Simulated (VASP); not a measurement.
# NaCl (mix) (Fm-3m) in VASP: notebook

NaCl (mix) is run at these levels: PBE; tasks: single point, relaxation of cell and atoms.

Everything below comes from runs of VASP 6.6.1. Logs are shortened: lines on timing, memory, paths and dates and some standing lists are left out, and cuts for length are marked.

## Step 1: The cell of the first run

It takes space group Fm-3m (No. 225, cubic). The conventional cell has a = 5.357 Å, b = 5.357 Å, c = 5.357 Å, α = 90.00°, β = 90.00°, γ = 90.00°. Na (site symmetry m-3m) has 6 Cl at 2.68 Å within 3.5 Å. Within 3.5 Å of Cl (site symmetry m-3m) lie 6 Na at 2.68 Å.

## Step 2: Single point, PBE

Contents of INCAR:

```
SYSTEM = NaCl
  PREC = Accurate
  ENCUT = 500
  EDIFF = 1E-6
  ISMEAR = 0
  SIGMA = 0.02
  LREAL = .FALSE.
  LASPH = .TRUE.
  NELM = 120
  ALGO = Normal
  ISIF = 2
  LWAVE = .FALSE.
  LCHARG = .FALSE.
  GGA = PE
  NBANDS = 14
  GGA_COMPAT = .FALSE.
```

Contents of KPOINTS:

```
regular mesh
0
G
  8 8 8
  0 0 0
```

Contents of POSCAR:

```
NaCl
1.0
    0.0000000000      2.6784757372      2.6784757372
    2.6784757372      0.0000000000      2.6784757372
    2.6784757372      2.6784757372      0.0000000000
Na Cl
1 1
Direct
    0.0000000000      0.0000000000      0.0000000000
    0.5000000000      0.5000000000      0.5000000000
```

Potentials or basis: VASP PAW PBE potentials, release 64 (Na_pv, Cl).

Started as:

```console
$ cat potpaw_PBE.64/Na_pv/POTCAR potpaw_PBE.64/Cl/POTCAR > POTCAR
$ mpirun -np 1 vasp_std > vasp.out
```

OUTCAR:

```text
SYSTEM = NaCl
   PREC = Accurate
   ENCUT = 500
   EDIFF = 1E-6
   ISMEAR = 0
   LREAL = .FALSE.
   LASPH = .TRUE.
   NELM = 120
   ISIF = 2
   GGA = PE

 ion  position               nearest neighbor table
   1  0.000  0.000  0.000-   2 2.68   2 2.68   2 2.68   2 2.68   2 2.68   2 2.68
   2  0.500  0.500  0.500-   1 2.68   1 2.68   1 2.68   1 2.68   1 2.68   1 2.68

  LATTYP: Found a face centered cubic cell.
 ALAT       =     5.3569514744

  Lattice vectors:

 A1 = (   0.0000000000,   2.6784757372,   2.6784757372)
 A2 = (   2.6784757372,   0.0000000000,   2.6784757372)
 A3 = (   2.6784757372,   2.6784757372,   0.0000000000)

Analysis of symmetry for initial positions (statically):
=====================================================================
 Subroutine PRICEL returns:
 Original cell was already a primitive cell.

 Routine SETGRP: Setting up the symmetry group for a
 face centered cubic supercell.

 Subroutine GETGRP returns: Found 48 space group operations
 (whereof 48 operations were pure point group operations)
 out of a pool of 48 trial point group operations.

The static configuration has the point symmetry O_h .

Analysis of symmetry for dynamics (positions and initial velocities):
=====================================================================
 Subroutine PRICEL returns:
 Original cell was already a primitive cell.

 Routine SETGRP: Setting up the symmetry group for a
 face centered cubic supercell.

 Subroutine GETGRP returns: Found 48 space group operations
 (whereof 48 operations were pure point group operations)
 out of a pool of 48 trial point group operations.

The dynamic configuration has the point symmetry O_h .

 Subroutine INISYM returns: Found 48 space group operations
 (whereof 48 operations are pure point group operations),
 and found     1 'primitive' translations

----------------------------------------------------------------------------------------

                                     Primitive cell

  volume of cell :      38.4320

  direct lattice vectors                    reciprocal lattice vectors
     0.000000000  2.678475737  2.678475737    -0.186673336  0.186673336  0.186673336
     2.678475737  0.000000000  2.678475737     0.186673336 -0.186673336  0.186673336
     2.678475737  2.678475737  0.000000000     0.186673336  0.186673336 -0.186673336

  length of vectors
     3.787936714  3.787936714  3.787936714     0.323327702  0.323327702  0.323327702

  position of ions in fractional coordinates (direct lattice)
[... 83 lines left out ...]
   IBRION =     -1    ionic relax: 0-MD 1-quasi-New 2-CG
   NFREE  =      0    steps in history (QN), initial steepest desc. (CG)
   ISIF   =      2    stress and relaxation
   ISYM   =      2    0-nonsym 1-usesym 2-fastsym
   POTIM  = 0.5000    time-step for ionic-motion
   TEBEG  =    0.0;   TEEND  =   0.0 temperature during run
   PSTRESS=    0.0 pullay stress
   NELECT =      14.0000    total number of electrons
   NUPDOWN=      -1.0000    fix difference up-down
   EMIN   =  10.00;   EMAX   =-10.00  energy-range for DOS
   EFERMI =   0.00;   METHOD = LEGACY
   ISMEAR =     0;   SIGMA  =   0.02  broadening in eV -4-tet -1-fermi 0-gaus
   EFERMI_NEDOS =   21; number of points for ismear=-14 and -15
   IALGO  =     38    algorithm
   IMIX   =      4    mixing-type and parameters
     AMIX     =   0.40;   BMIX     =  1.00
     AMIX_MAG =   1.60;   BMIX_MAG =  1.00
  volume/ion in A,a.u.               =      19.22       129.68
  Fermi-wavevector in a.u.,A,eV,Ry     =   1.169194  2.209456 18.599353  1.367014
  Thomas-Fermi vector in A             =   2.305670
   LORBIT       =      0    0 simple, 1 ext, 2 COOP (PROOUT), +10 PAW based schemes
   GGA     = PE    functional components
   LHFCALC =     F    Hartree Fock is set to
   AEXX    =    0.0000 exact exchange contribution
   IVDW    =     0    specifies the selected vdW correction
   LEPSILON=     F    determine dielectric tensor
   LRPA    =     F    only Hartree local field effects (RPA)
 non-spin polarized calculation
 Gauss-broadening in eV      SIGMA  =   0.02
  energy-cutoff  :      500.00
  volume of cell :       38.43
 maximum number of plane-waves:       992
   NGX = 13   NGY = 13   NGZ = 13

 number of electron      13.9999996 magnetization

 Free energy of the ion-electron system (eV)
  ---------------------------------------------------
  ext. energy  EPLUGINS =         0.00000000
  ---------------------------------------------------
  free energy    TOTEN  =        -6.64039242 eV

  energy without entropy =       -6.64039242  energy(sigma->0) =       -6.64039242

 E-fermi :   0.4708     XC(G=0):  -8.8479

 val. band max:        0.2656046266   @ k =   0.0000   0.0000   0.0000
 cond. band min:       6.0390333276   @ k =   0.0000   0.0000   0.0000
 fundamental gap:      5.7734287010
 Fermi energy:         0.4707605546

 k-point     1 :       0.0000    0.0000    0.0000
  band No.  band energies     occupation
      1     -20.3069      2.00000
      2     -20.3069      2.00000
      3     -20.3069      2.00000
      4     -12.7994      2.00000
      5       0.2656      2.00000
      6       0.2656      2.00000
      7       0.2656      2.00000
      8       6.0390      0.00000
      9      11.5028      0.00000
     10      11.5028      0.00000
     11      11.5028      0.00000
     12      13.8802      0.00000
     13      13.8802      0.00000
     14      15.7444      0.00000
[... 377 lines left out ...]
      1     -20.3548      2.00000
      2     -20.3223      2.00000
      3     -20.3149      2.00000
      4     -12.2259      2.00000
      5      -1.8363      2.00000
      6      -0.7306      2.00000
      7      -0.2827      2.00000
      8       8.9760      0.00000
      9      10.3579      0.00000
     10      11.2655      0.00000
     11      12.5549      0.00000
     12      15.4140      0.00000
     13      16.9467      0.00000
     14      17.8557      0.00000

 [... further k-points ...]
[... 5 lines left out ...]
  --------------------------------------------------------------------------------------
  -------------------------------------------------------------------------------------
  Total        1.5913615      1.5913615      1.5913615      0.0000000      0.0000000      0.0000000
  in kB       66.3416535     66.3416535     66.3416535      0.0000000      0.0000000      0.0000000
  external PRESSURE =      66.3416535 kB  Pullay stress =       0.0000000 kB

 VOLUME and BASIS-vectors are now :
 -----------------------------------------------------------------------------
  energy-cutoff  :      500.00
  volume of cell :       38.43
      direct lattice vectors                 reciprocal lattice vectors
     0.000000000  2.678475737  2.678475737    -0.186673336  0.186673336  0.186673336
     2.678475737  0.000000000  2.678475737     0.186673336 -0.186673336  0.186673336
     2.678475737  2.678475737  0.000000000     0.186673336  0.186673336 -0.186673336

 POSITION                                       TOTAL-FORCE (eV/Angst)
 -----------------------------------------------------------------------------------
      0.00000      0.00000      0.00000        -0.000000     -0.000000     -0.000000
      2.67848      2.67848      2.67848         0.000000      0.000000      0.000000
 -----------------------------------------------------------------------------------
    total drift:                                0.000000      0.000000      0.000000

  FREE ENERGIE OF THE ION-ELECTRON SYSTEM (eV)
  ---------------------------------------------------
  free  energy   TOTEN  =        -6.6403924250 eV

  energy  without entropy=       -6.6403924250  energy(sigma->0) =       -6.64039242
```

OSZICAR:

```text
N       E                     dE             d eps       ncg     rms          rms(c)
DAV:   1     0.104979560132E+03    0.10498E+03   -0.70254E+03   824   0.103E+03
DAV:   2     0.102052176122E+01   -0.10396E+03   -0.95387E+02   904   0.289E+02
DAV:   3    -0.669611401547E+01   -0.77166E+01   -0.76771E+01  1046   0.709E+01
DAV:   4    -0.681832322894E+01   -0.12221E+00   -0.12217E+00   938   0.972E+00
DAV:   5    -0.682078131240E+01   -0.24581E-02   -0.24580E-02  1066   0.139E+00    0.225E+00
DAV:   6    -0.664852610031E+01    0.17226E+00   -0.26307E-01  1028   0.335E+00    0.171E+00
DAV:   7    -0.663599143566E+01    0.12535E-01   -0.80040E-02  1080   0.179E+00    0.115E+00
DAV:   8    -0.664044863063E+01   -0.44572E-02   -0.83496E-03   896   0.848E-01    0.313E-01
DAV:   9    -0.664032279578E+01    0.12583E-03   -0.20908E-04  1028   0.126E-01    0.139E-01
DAV:  10    -0.664039419518E+01   -0.71399E-04   -0.16426E-04   932   0.128E-01    0.323E-02
DAV:  11    -0.664039197508E+01    0.22201E-05   -0.10474E-05  1028   0.366E-02    0.512E-03
DAV:  12    -0.664039242496E+01   -0.44989E-06   -0.11091E-06   974   0.120E-02
   1 F= -.66403924E+01 E0= -.66403924E+01  d E =-.132656E-49
```

It took 17 s on 1 thread of AMD EPYC 7R43 (Zen 3), shared host; peak memory 0.12 GiB.

Results:

| Quantity | Value |
| --- | --- |
| Free energy | -6.6404 eV |
| Pressure | 6.6 GPa |
| Band gap on the k mesh | 5.77 eV, direct |

Levels at points of the mesh, in eV from the valence-band top:
```
           k point  band 5  band 6  band 7  band 8  band 9  band 10
(0.00, 0.00, 0.00)    0.00    0.00    0.00    5.77   11.24    11.24
(0.50, 0.00, 0.00)   -2.44   -0.36   -0.36    7.53   11.33    11.33
(0.50, 0.50, 0.00)   -2.11   -0.76   -0.76    7.89    7.98    12.48
```

As with any semilocal functional, this PBE gap is likely too small.

(Part 1 of 2 ends here.)
